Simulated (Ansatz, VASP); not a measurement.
**Two plane-wave programs on CO2**

```xyz
12
Lattice="6.0577 0.0000 -0.6815 0.0000 6.0577 0.0000 -0.6815 0.0000 6.0577" Properties=species:S:1:pos:R:3 pbc="T T T"
C     0.0000    0.0000    0.0000
C     2.6881    0.0000    2.6881
C     3.0289    3.0289   -0.3407
C    -0.3407    3.0289    3.0289
O     0.5994    0.6753    0.5994
O     1.9368    5.3824    3.4394
O     3.0987    2.3535    4.9657
O     5.1176    3.7042    1.7480
O     4.7769    5.3824    4.7769
O     3.4394    0.6753    1.9368
O     2.2776    3.7042    0.4106
O     0.2586    2.3535    3.6282
```

Change from the starting cell: engineering shear strain xz -0.2250, normal strain along z +0.0000.

Alike in both runs: task single point; functional PBE; k mesh 4 × 4 × 4; occupations gaussian, width 0.05 eV; no spin polarisation.

|  | VASP | Ansatz |
| --- | --- | --- |
| version | VASP 6.6.1 | Ansatz 0.2.0 |
| potentials or method | VASP PAW PBE potentials, release 64 (C, O), cutoff 520 eV | scalar-relativistic, plane waves, PAW |
| valence electrons in the cell | 64 | 64 |

|  | VASP | Ansatz | Ansatz less VASP |
| --- | --- | --- | --- |
| gap on the k mesh at the Fermi level (eV) | 6.32 | 6.34 | +0.025 |
| least direct gap on the mesh (eV) | 6.32 | 6.34 | +0.025 |
| pressure (GPa) | 5.9 | 4.4 | -1.45 |
| traceless stress, the component that is largest in VASP (GPa) | 21.46 | 20.80 | -0.663 |
| rms of the force components (eV/Å) | 4.830 | 4.535 | -0.2946 |

Atom by atom the forces differ by 0.415 eV/Å (rms over components).

Noted on VASP's run: the standard files for N, O and F lose accuracy on very short bonds.
